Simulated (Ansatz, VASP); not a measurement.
# One calculation of Hg, two programs

POSCAR

```
Hg
1.0
    0.0000000000      2.5545041317      2.5545041317
    2.5545041317      0.0000000000      2.5545041317
    2.5545041317      2.5545041317      0.0000000000
Hg
1
Direct
    0.0000000000      0.0000000000      0.0000000000
```

File INCAR.step1:

```
ALGO = Normal
EDIFF = 1E-4
ENCUT = 600
GGA = PE
ISMEAR = 0
LASPH = T
LCHARG = F
LREAL = F
LWAVE = T
NELM = 60
PREC = Accurate
SIGMA = 0.02
```

The input INCAR.step2:

```
ALGO = Normal
EDIFF = 1E-6
EDIFFG = -0.01
ENCUT = 600
IBRION = 2
ISIF = 3
ISMEAR = 0
ISTART = 1
LASPH = T
LCHARG = F
LMIXTAU = T
LREAL = F
LWAVE = F
METAGGA = R2SCAN
NELM = 60
NSW = 100
PREC = Accurate
SIGMA = 0.02
```

File KPOINTS:

```
k-points
0
Gamma
  10 10 10
```

Input for Ansatz:

```yaml
crystal:
  lattice:
    - [0.0, 2.5545041317, 2.5545041317]
    - [2.5545041317, 0.0, 2.5545041317]
    - [2.5545041317, 2.5545041317, 0.0]
  atoms:
    - { symbol: Hg, position: [0.0, 0.0, 0.0] }
basis:
  ecutwfc: 500
kpoints:
  mp_grid: { grid: [10, 10, 10] }
hamiltonian:
  xc: r2scan
scf:
  occupations: { method: gaussian, width: 0.02 }
output:
  forces: true
  stress: true
  eigenvalues: true
relax:
  adjacent_minimum: "off"
  f_tol: 0.01
  max_steps: 80
  cell: { stress_tol: 0.05 }
```

Alike in both runs: task relaxation of cell and atoms; functional r2SCAN; k mesh 10 × 10 × 10; occupations gaussian, width 0.02 eV; no spin polarisation.

```csv
,VASP,Ansatz
version,VASP 6.6.1,Ansatz 0.2.0
potentials or method,"VASP PAW PBE potentials, release 64 (Hg), cutoff 600 eV","scalar-relativistic, plane waves, PAW"
valence electrons in the cell,12,20
```

|  | VASP | Ansatz | Ansatz less VASP |
| --- | --- | --- | --- |
| gap on the k mesh at the Fermi level, each at its own relaxed structure (eV) | none | none | - |
| relaxed volume (Å³/atom) | 28.85 | 28.49 | -0.356 |
| relaxed cell length with the largest relative difference (Å) | 3.442 | 3.428 | -0.0142 |

VASP's potentials were made for PBE, not for r2SCAN. A gap of «none» marks a metal or a gap that the smearing closes. VASP's potentials hold 12 valence electrons a cell and Ansatz's 20, so a difference there can come from the potentials and not from the codes.

Spin-orbit coupling is off throughout.
